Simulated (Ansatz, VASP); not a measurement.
# AlN in VASP and in Ansatz

POSCAR

```
AlN
1.0
   -0.2305570348      2.0750133135      2.0750133135
    2.0750133135     -0.2305570348      2.0750133135
    2.0750133135      2.0750133135     -0.2305570348
Al N
1 1
Direct
    0.0000000000      0.0000000000      0.0000000000
    0.7500000000      0.7500000000      0.7500000000
```

INCAR.step1

```
SYSTEM = AlN
ALGO = Normal
EDIFF = 1E-4
ENCUT = 520
GGA = PE
ISMEAR = 0
LASPH = .True.
LCHARG = .False.
LREAL = .False.
LWAVE = .True.
NBANDS = 11
NELM = 80
PREC = Accurate
SIGMA = 0.05
```

The input INCAR.step2:

```
SYSTEM = AlN
ALGO = Normal
EDIFF = 1E-7
ENCUT = 520
ISIF = 2
ISMEAR = 0
ISTART = 1
LASPH = .True.
LCHARG = .False.
LMIXTAU = .True.
LREAL = .False.
LWAVE = .False.
METAGGA = R2SCAN
NBANDS = 11
NELM = 80
PREC = Accurate
SIGMA = 0.05
```

Contents of KPOINTS:

```
k-points
0
Gamma
  10 10 10
  0 0 0
```

Input for Ansatz:

```yaml
crystal:
  lattice:
    - [-0.2305570348, 2.0750133135, 2.0750133135]
    - [2.0750133135, -0.2305570348, 2.0750133135]
    - [2.0750133135, 2.0750133135, -0.2305570348]
  atoms:
    - { symbol: Al, position: [0.0, 0.0, 0.0] }
    - { symbol: "N", position: [0.75, 0.75, 0.75] }
basis:
  ecutwfc: 500
kpoints:
  mp_grid: { grid: [10, 10, 10] }
hamiltonian:
  xc: r2scan
scf:
  occupations: { method: gaussian, width: 0.05 }
output:
  forces: true
  stress: true
  eigenvalues: true
  write_density: true
  write_potential: true
  elf: true
  volumetric_format: npy
```

Alike in both runs: task single point; functional r2SCAN; k mesh 10 × 10 × 10; occupations gaussian, width 0.05 eV; no spin polarisation.

```csv
,VASP,Ansatz
version,VASP 6.6.1,Ansatz 0.2.0
potentials or method,"VASP PAW PBE potentials, release 64 (Al, N), cutoff 520 eV","scalar-relativistic, plane waves, PAW"
valence electrons in the cell,8,8
```

VASP gave:

| Property | Result |
| --- | --- |
| gap on the k mesh at the Fermi level (eV) | 3.27 |
| least direct gap on the mesh (eV) | 3.97 |
| pressure (GPa) | 8.2 |
| traceless stress, the component that is largest in VASP (GPa) | 29.35 |
| rms of the force components (eV/Å) | 1.905 |

Problem. Which values does Ansatz return?

Solution. gap on the k mesh at the Fermi level (eV): 3.29; least direct gap on the mesh (eV): 3.95; pressure (GPa): 8.3; traceless stress, the component that is largest in VASP (GPa): 28.90; rms of the force components (eV/Å): 1.864.

VASP's potentials were made for PBE, not for r2SCAN. Atom by atom the forces differ by 0.041 eV/Å (rms over components).
